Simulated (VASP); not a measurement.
# LiSi16 (a cell with a defect) in VASP: further runs

Runs on LiSi16 (a cell with a defect). Level: PBE. Tasks: single point.

All numbers are computed with VASP 6.6.1; they aren't measurements. Logs are shortened: lines on timing, memory, paths and dates and some standing lists are left out, and cuts for length are marked.

## (1) The cell of the first run

The cell holds a defect, 17 atoms: a = 7.679 Å, b = 7.679 Å, c = 7.679 Å, α = 60.00°, β = 60.00°, γ = 60.00°.

## (2) Single point, PBE

Contents of INCAR:

```
  PREC = Accurate
  ENCUT = 520
  EDIFF = 1E-7
  ISMEAR = -1
  SIGMA = 0.02
  LREAL = Auto
  LASPH = True
  NELM = 80
  ALGO = Normal
  ISIF = 2
  LWAVE = False
  LCHARG = False
  GGA = PE
  NBANDS = 48
  NELECT = 66.0
```

Contents of KPOINTS:

```
Automatic mesh
0
Gamma
  2 2 2
```

Contents of POSCAR:

```
LiSi16
1.0
    0.0000000000      5.4300000000      5.4300000000
    5.4300000000      0.0000000000      5.4300000000
    5.4300000000      5.4300000000      0.0000000000
Si Li
16 1
Direct
    0.0112953959      0.0062423573     -0.0164939227
    0.1275578269      0.1416193370      0.1190174954
    0.0112295580      0.0061684162      0.5060945672
    0.1616080110      0.1152205341      0.6150862799
   -0.0227837937      0.5100130755      0.0098815838
    0.1275130755      0.6190563536      0.1189813996
    0.0112801105      0.4836208103      0.5061543278
    0.1275773481      0.6191173112      0.6414779006
    0.5016218232      0.0071455801     -0.0008870166
    0.6371754144      0.1259658379      0.1180306630
    0.5331194291     -0.0085975138      0.4913185083
    0.6372174954      0.1260064457      0.6258707182
    0.5016473297      0.4992793738     -0.0008508287
    0.6056982505      0.6338851750      0.1337930939
    0.5016105893      0.4992328729      0.5070479742
    0.6371858195      0.6181303867      0.6258425414
    0.0694077348      0.8126265193      0.3125088398
```

Potentials or basis: VASP PAW PBE potentials, release 64 (Si, Li_sv).

On the command line:

```
$ cat potpaw_PBE.64/Si/POTCAR potpaw_PBE.64/Li_sv/POTCAR > POTCAR
$ mpirun -np 1 vasp_std > vasp.out
```

OUTCAR:

```text
PREC = Accurate
   ENCUT = 520
   EDIFF = 1E-7
   ISMEAR = -1
   LREAL = Auto
   LASPH = True
   NELM = 80
   ISIF = 2
   GGA = PE
   NELECT = 66.0

 ion  position               nearest neighbor table
   1  0.011  0.006  0.984-   4 2.32  17 2.35  10 2.35   2 2.43   6 2.43
   2  0.128  0.142  0.119-   5 2.32  17 2.35   9 2.35   3 2.43   1 2.43
   3  0.011  0.006  0.506-   4 2.32  17 2.35  12 2.35   8 2.43   2 2.43
   4  0.162  0.115  0.615-   7 2.32   1 2.32   3 2.32  11 2.33
   5  0.977  0.510  0.010-   2 2.32   8 2.32   6 2.32  14 2.33
   6  0.128  0.619  0.119-   5 2.32  17 2.35  13 2.35   7 2.43   1 2.43
   7  0.011  0.484  0.506-   4 2.32  17 2.35  16 2.35   8 2.43   6 2.43
   8  0.128  0.619  0.641-   5 2.32  17 2.35  15 2.35   3 2.43   7 2.43
   9  0.502  0.007  0.999-  12 2.34  10 2.34  14 2.34   2 2.35
  10  0.637  0.126  0.118-   9 2.34  13 2.34  11 2.34   1 2.35
  11  0.533  0.991  0.491-   4 2.33  12 2.34  16 2.34  10 2.34
  12  0.637  0.126  0.626-  15 2.34   9 2.34  11 2.34   3 2.35
  13  0.502  0.499  0.999-  16 2.34  10 2.34  14 2.34   6 2.35
  14  0.606  0.634  0.134-   5 2.33  15 2.34   9 2.34  13 2.34
  15  0.502  0.499  0.507-  12 2.34  16 2.34  14 2.34   8 2.35
  16  0.637  0.618  0.626-  15 2.34  13 2.34  11 2.34   7 2.35
  17  0.069  0.813  0.313-   3 2.35   6 2.35   8 2.35   1 2.35   2 2.35   7 2.35

  LATTYP: Found a face centered cubic cell.
 ALAT       =    10.8600000000

  Lattice vectors:

 A1 = (   0.0000000000,   5.4300000000,   5.4300000000)
 A2 = (   5.4300000000,   0.0000000000,   5.4300000000)
 A3 = (   5.4300000000,   5.4300000000,   0.0000000000)

Analysis of symmetry for initial positions (statically):
=====================================================================
 Subroutine PRICEL returns:
 Original cell was already a primitive cell.

 Routine SETGRP: Setting up the symmetry group for a
 face centered cubic supercell.

 Subroutine GETGRP returns: Found  1 space group operations
 (whereof  1 operations were pure point group operations)
 out of a pool of 48 trial point group operations.

The static configuration has the point symmetry C_1 .

Analysis of symmetry for dynamics (positions and initial velocities):
=====================================================================
 Subroutine PRICEL returns:
 Original cell was already a primitive cell.

 Routine SETGRP: Setting up the symmetry group for a
 face centered cubic supercell.

 Subroutine GETGRP returns: Found  1 space group operations
 (whereof  1 operations were pure point group operations)
 out of a pool of 48 trial point group operations.

The dynamic configuration has the point symmetry C_1 .

 Subroutine INISYM returns: Found  1 space group operations
 (whereof  1 operations are pure point group operations),
 and found     1 'primitive' translations

----------------------------------------------------------------------------------------

                                     Primitive cell

  volume of cell :     320.2060

  direct lattice vectors                    reciprocal lattice vectors
     0.000000000  5.430000000  5.430000000    -0.092081031  0.092081031  0.092081031
     5.430000000  0.000000000  5.430000000     0.092081031 -0.092081031  0.092081031
     5.430000000  5.430000000  0.000000000     0.092081031  0.092081031 -0.092081031

  length of vectors
     7.679179644  7.679179644  7.679179644     0.159489025  0.159489025  0.159489025

  position of ions in fractional coordinates (direct lattice)
     0.011295396  0.006242357  0.983506077
     0.127557827  0.141619337  0.119017495
     0.011229558  0.006168416  0.506094567
     0.161608011  0.115220534  0.615086280
     0.977216206  0.510013075  0.009881584
     0.127513075  0.619056354  0.118981400
[... 9 lines left out ...]
     0.637185819  0.618130387  0.625842541
     0.069407735  0.812626519  0.312508840

  ion indices of the primitive-cell ions
   primitive index   ion index
                 1           1
                 2           2
                 3           3
                 4           4
                 5           5
                 6           6
[... 9 lines left out ...]
                16          16
                17          17

----------------------------------------------------------------------------------------

 KPOINTS: Automatic mesh

Automatic generation of k-mesh.
 Grid dimensions read from file:
 generate k-points for:    2    2    2

 Generating k-lattice:

  Cartesian coordinates                     Fractional coordinates (reciprocal lattice)
    -0.046040516  0.046040516  0.046040516     0.500000000  0.000000000  0.000000000
     0.046040516 -0.046040516  0.046040516     0.000000000  0.500000000  0.000000000
     0.046040516  0.046040516 -0.046040516     0.000000000  0.000000000  0.500000000

  Length of vectors
     0.079744512  0.079744512  0.079744512

  Shift w.r.t. Gamma in fractional coordinates (k-lattice)
     0.000000000  0.000000000  0.000000000

 Subroutine IBZKPT returns following result:
 ===========================================

 Found      8 irreducible k-points:

 Following reciprocal coordinates:
            Coordinates               Weight
  0.000000  0.000000  0.000000      1.000000
  0.500000  0.000000  0.000000      1.000000
  0.000000  0.500000  0.000000      1.000000
  0.000000  0.000000  0.500000      1.000000
  0.500000  0.500000  0.500000      1.000000
  0.500000  0.500000  0.000000      1.000000
  0.000000  0.500000  0.500000      1.000000
  0.500000  0.000000  0.500000      1.000000
   k-points           NKPTS =      8   k-points in BZ     NKDIM =      8   number of bands    NBANDS=     48
   number of dos      NEDOS =    301   number of ions     NIONS =     17
   total plane-waves  NPLWV = 216000
   dimension x,y,z NGX =    60 NGY =   60 NGZ =   60
   dimension x,y,z NGXF=   120 NGYF=  120 NGZF=  120
   ions per type =              16   1
   NGX,Y,Z   is equivalent  to a cutoff of  12.99, 12.99, 12.99 a.u.
   NGXF,Y,Z  is equivalent  to a cutoff of  25.98, 25.98, 25.98 a.u.
 SYSTEM =  unknown system
   PREC   = accura    normal or accurate (medium, high low for compatibility)
   ISTART =      0    job   : 0-new  1-cont  2-samecut
   ICHARG =      2    charge: 1-file 2-atom 10-const
   ISPIN  =      1    spin polarized calculation?
   LNONCOLLINEAR =      F non collinear calculations
   LSORBIT =      F    spin-orbit coupling
   LASPH  =      T    aspherical Exc in radial PAW
   ENCUT  =  520.0 eV  38.22 Ry    6.18 a.u.  14.28 14.28 14.28*2*pi/ulx,y,z
   NELM   =     80;   NELMIN=  2; NELMDL= -5     # of ELM steps
   EDIFF  = 0.1E-06   stopping-criterion for ELM
   LREAL  =      T    real-space projection
   EDIFFG = 0.1E-05   stopping-criterion for IOM
   NSW    =      0    number of steps for IOM
   IBRION =     -1    ionic relax: 0-MD 1-quasi-New 2-CG
   NFREE  =      0    steps in history (QN), initial steepest desc. (CG)
   ISIF   =      2    stress and relaxation
   ISYM   =      2    0-nonsym 1-usesym 2-fastsym
   POTIM  = 0.5000    time-step for ionic-motion
   TEBEG  =    0.0;   TEEND  =   0.0 temperature during run
   PSTRESS=    0.0 pullay stress
   NELECT =      66.0000    total number of electrons
   NUPDOWN=      -1.0000    fix difference up-down
   EMIN   =  10.00;   EMAX   =-10.00  energy-range for DOS
   EFERMI =   0.00;   METHOD = LEGACY
   ISMEAR =    -1;   SIGMA  =   0.02  broadening in eV -4-tet -1-fermi 0-gaus
   EFERMI_NEDOS =   21; number of points for ismear=-14 and -15
   IALGO  =     38    algorithm
   IMIX   =      4    mixing-type and parameters
     AMIX     =   0.40;   BMIX     =  1.00
     AMIX_MAG =   1.60;   BMIX_MAG =  1.00
  volume/ion in A,a.u.               =      18.84       127.11
  Fermi-wavevector in a.u.,A,eV,Ry     =   0.967044  1.827449 12.723821  0.935174
  Thomas-Fermi vector in A             =   2.096897
   LORBIT       =      0    0 simple, 1 ext, 2 COOP (PROOUT), +10 PAW based schemes
   GGA     = PE    functional components
[... 5 lines left out ...]
 non-spin polarized calculation
  energy-cutoff  :      520.00
  volume of cell :      320.21
 maximum number of plane-waves:      8646
 NGX is ok and might be reduce to    60
   NGX = 29   NGY = 29   NGZ = 29

 number of electron      66.0000001 magnetization

 Free energy of the ion-electron system (eV)
  ---------------------------------------------------
  ext. energy  EPLUGINS =         0.00000000
  ---------------------------------------------------
  free energy    TOTEN  =       -92.92003409 eV

  energy without entropy =      -92.91990601  energy(sigma->0) =      -92.91997005

 E-fermi :   6.1982     XC(G=0):  -9.4407

 val. band max:        6.0556630439   @ k =   0.0000   0.0000   0.0000
 cond. band min:       6.3263969979   @ k =   0.0000   0.0000   0.0000
 fundamental gap:      0.2707339540
 Fermi energy:         6.1981507349

 k-point     1 :       0.0000    0.0000    0.0000
  band No.  band energies     occupation
      1     -40.2274      2.00000
      2      -5.9066      2.00000
      3      -3.6729      2.00000
      4      -3.6033      2.00000
      5      -3.6032      2.00000
      6      -3.5576      2.00000
[... 37 lines left out ...]
     44       8.2812      0.00000
     45       8.2817      0.00000

 k-point     2 :       0.5000    0.0000    0.0000
  band No.  band energies     occupation
      1     -40.2274      2.00000
      2      -5.1592      2.00000
      3      -5.0514      2.00000
      4      -3.3343      2.00000
      5      -3.2815      2.00000
      6      -3.2813      2.00000
[... 37 lines left out ...]
     44       9.6546      0.00000
     45       9.6549      0.00000

 k-point     3 :       0.0000    0.5000    0.0000
  band No.  band energies     occupation
      1     -40.2274      2.00000
      2      -5.1570      2.00000
      3      -5.0845      2.00000
      4      -3.3100      2.00000
      5      -3.3014      2.00000
      6      -3.2636      2.00000
[... 37 lines left out ...]
     44       9.5527      0.00000
     45       9.6066      0.00000

 k-point     4 :       0.0000    0.0000    0.5000
  band No.  band energies     occupation
      1     -40.2274      2.00000
      2      -5.1570      2.00000
      3      -5.0846      2.00000
      4      -3.3100      2.00000
      5      -3.3014      2.00000
      6      -3.2635      2.00000
[... 37 lines left out ...]
     44       9.5527      0.00000
     45       9.6065      0.00000

 k-point     5 :       0.5000    0.5000    0.5000
  band No.  band energies     occupation
      1     -40.2274      2.00000
      2      -5.1570      2.00000
      3      -5.0846      2.00000
      4      -3.3099      2.00000
      5      -3.3014      2.00000
      6      -3.2635      2.00000
[... 37 lines left out ...]
     44       9.5527      0.00000
     45       9.6063      0.00000

 k-point     6 :       0.5000    0.5000    0.0000
  band No.  band energies     occupation
      1     -40.2274      2.00000
      2      -4.8864      2.00000
      3      -4.7935      2.00000
      4      -3.9397      2.00000
      5      -3.9029      2.00000
      6      -3.8879      2.00000
[... 37 lines left out ...]
     44      10.2749      0.00000
     45      10.3404      0.00000

 k-point     7 :       0.0000    0.5000    0.5000
  band No.  band energies     occupation
      1     -40.2274      2.00000
      2      -4.8864      2.00000
      3      -4.7935      2.00000
      4      -3.9397      2.00000
      5      -3.9029      2.00000
      6      -3.8878      2.00000
[... 37 lines left out ...]
     44      10.2748      0.00000
     45      10.3405      0.00000

 k-point     8 :       0.5000    0.0000    0.5000
  band No.  band energies     occupation
      1     -40.2274      2.00000
      2      -4.8864      2.00000
      3      -4.7935      2.00000
      4      -3.9397      2.00000
      5      -3.9029      2.00000
      6      -3.8879      2.00000
[... 37 lines left out ...]
     44      10.2749      0.00000
     45      10.3404      0.00000
 [bands above 45 left out]

------------------------ aborting loop because EDIFF is reached ----------------------------------------

  FORCE on cell =-STRESS in cart. coord.  units (eV):
  Direction    XX          YY          ZZ          XY          YZ          ZX
  --------------------------------------------------------------------------------------
  -------------------------------------------------------------------------------------
  Total       -0.1403857     -0.1426256     -0.1436641      0.9725550     -0.9809563      0.9741982
  in kB       -0.7024313     -0.7136390     -0.7188352      4.8662597     -4.9082960      4.8744814
  external PRESSURE =      -0.7116352 kB  Pullay stress =       0.0000000 kB

 VOLUME and BASIS-vectors are now :
 -----------------------------------------------------------------------------
  energy-cutoff  :      520.00
  volume of cell :      320.21
      direct lattice vectors                 reciprocal lattice vectors
     0.000000000  5.430000000  5.430000000    -0.092081031  0.092081031  0.092081031
     5.430000000  0.000000000  5.430000000     0.092081031 -0.092081031  0.092081031
     5.430000000  5.430000000  0.000000000     0.092081031  0.092081031 -0.092081031

 POSITION                                       TOTAL-FORCE (eV/Angst)
 -----------------------------------------------------------------------------------
      5.37433      5.40177      0.09523        -0.003281     -0.008511      0.000357
      1.41526      1.33890      1.46163        -0.000708     -0.007742      0.007572
      2.78159      2.80907      0.09447         0.009054      0.007655      0.009903
      3.96557      4.21745      1.50318         0.003412     -0.001941     -0.004105
      2.82303      5.35994      8.07566         0.002002      0.005097      0.004789
      4.00754      1.33846      4.05387        -0.008484     -0.003300     -0.001772
[... 9 lines left out ...]
      6.75477      6.85824      6.81637         0.000721      0.003765      0.001671
      6.10948      2.07381      4.78945         0.000730      0.000060     -0.000088
 -----------------------------------------------------------------------------------
    total drift:                                0.003565      0.001908     -0.000225

  FREE ENERGIE OF THE ION-ELECTRON SYSTEM (eV)
  ---------------------------------------------------
  free  energy   TOTEN  =       -92.9200340907 eV

  energy  without entropy=      -92.9199060113  energy(sigma->0) =      -92.91997005
```

It took 3.9 min on 1 thread of Intel Xeon Platinum 8259CL at 2.50GHz (Skylake/Cascade Lake), shared host; peak memory 0.48 GiB.

What came out:

```
Free energy   : -92.9200 eV
Largest force : 0.015 eV/Å
```

Forces in eV/Å, atoms in the order of the input:
```
Si  -0.003 -0.009  0.000
Si  -0.001 -0.008  0.008
Si   0.009  0.008  0.010
Si   0.003 -0.002 -0.004
Si   0.002  0.005  0.005
Si  -0.008 -0.003 -0.002
Si  -0.005  0.000 -0.008
Si   0.002  0.009 -0.009
Si   0.005  0.004 -0.001
Si  -0.001  0.002  0.004
Si  -0.003 -0.004 -0.002
Si  -0.001 -0.002 -0.004
Si   0.002 -0.002 -0.004
Si  -0.004  0.000  0.001
Si   0.002 -0.001  0.004
Si   0.001  0.004  0.002
Li   0.001  0.000  0.000
```

Caveat: the k points lie up to 0.50 Å⁻¹ apart; the cell carries a net charge on a neutralising background, which shifts energy and pressure; the cell is charged against a uniform background, so pressure and absolute levels hang on convention; the cutoff is under 1.25 times the usual one of these potentials, so pressure, stress and relaxed cells hold a basis-set (Pulay) error.

## (3) Single point, PBE

Contents of INCAR:

```
PREC = Accurate
ENCUT = 520
EDIFF = 1E-6
ISMEAR = -1
SIGMA = 0.02
LREAL = Auto
LASPH = True
NELM = 80
ALGO = Normal
ISIF = 2
LWAVE = False
LCHARG = False
GGA = PE
NELECT = 66.0
NBANDS = 48
```

KPOINTS is that of step 2.

Contents of POSCAR:

```
LiSi16
1.0
    0.0000000000      5.4300000000      5.4300000000
    5.4300000000      0.0000000000      5.4300000000
    5.4300000000      5.4300000000      0.0000000000
Si Li
16 1
Direct
    0.0109779006      0.0062283610     -0.0162372007
    0.1278177716      0.1413943831      0.1189387661
    0.0109806630      0.0062204420      0.5061103131
    0.1596826888      0.1158701657      0.6157615101
   -0.0208748619      0.5093846225      0.0092755985
    0.1277978821      0.6190448435      0.1189348987
    0.0109776243      0.4838713628      0.5061192449
    0.1278172192      0.6190483425      0.6412859116
    0.5020168508      0.0063929098     -0.0006540516
    0.6367662063      0.1258258748      0.1187978821
    0.5313465930     -0.0080093923      0.4918810313
    0.6367709024      0.1258193370      0.6257088398
    0.5019897790      0.4994608656     -0.0006494475
    0.6074982505      0.6332717311      0.1331621547
    0.5020162983      0.4994562615      0.5062831492
    0.6367656538      0.6189078269      0.6257159300
    0.0696145488      0.8125449355      0.3124394107
```

Potentials or basis: VASP PAW PBE potentials, release 64 (Si, Li_sv).

On the command line:

```
$ cat potpaw_PBE.64/Si/POTCAR potpaw_PBE.64/Li_sv/POTCAR > POTCAR
$ mpirun -np 1 vasp_std > vasp.out
```

Wall time 2.9 min (1 thread of Intel Xeon Platinum 8259CL at 2.50GHz (Skylake/Cascade Lake), shared host); peak memory 0.47 GiB.

The run converged. Its results:

- Free energy: -92.9191 eV
- Largest force: 0.058 eV/Å

Forces on the atoms (eV/Å):
```
Si   0.029  0.000 -0.029
Si  -0.029  0.027 -0.001
Si  -0.001 -0.029 -0.029
Si  -0.034  0.033  0.033
Si   0.034 -0.032 -0.032
Si   0.002  0.026  0.026
Si   0.029 -0.029  0.000
Si  -0.029 -0.001  0.027
Si   0.012 -0.011  0.034
Si  -0.015 -0.033  0.013
Si  -0.001  0.002  0.002
Si   0.035  0.013  0.013
Si  -0.033 -0.011 -0.011
Si   0.005 -0.005 -0.005
Si   0.012  0.034 -0.011
Si  -0.015  0.013 -0.033
Li   0.002  0.003  0.003
```

Levels at points of the mesh, in eV from the Fermi level:
```csv
k point,band 29,band 30,band 31,band 32,band 33,band 34,band 35,band 36,band 37,band 38
"(0.00, 0.00, 0.00)",-1.35,-1.19,-0.19,-0.15,-0.15,0.13,0.47,0.47,0.58,0.58
"(0.50, 0.00, 0.00)",-2.15,-0.97,-0.97,-0.86,-0.86,1.10,1.10,1.18,1.56,1.56
"(0.00, 0.50, 0.00)",-2.26,-0.98,-0.97,-0.94,-0.88,0.91,1.12,1.30,1.33,1.41
"(0.50, 0.50, 0.50)",-2.26,-0.98,-0.97,-0.94,-0.88,0.91,1.12,1.30,1.33,1.41
"(0.50, 0.50, 0.00)",-1.96,-1.57,-1.55,-1.47,-1.42,0.80,0.97,2.04,2.13,2.29
"(0.00, 0.50, 0.50)",-1.96,-1.57,-1.55,-1.47,-1.42,0.80,0.97,2.04,2.13,2.29
```

Caveat: the k points lie up to 0.50 Å⁻¹ apart; the cell carries a net charge on a neutralising background, which shifts energy and pressure; the cell is charged against a uniform background, so pressure and absolute levels hang on convention; the cutoff is under 1.25 times the usual one of these potentials, so pressure, stress and relaxed cells hold a basis-set (Pulay) error.
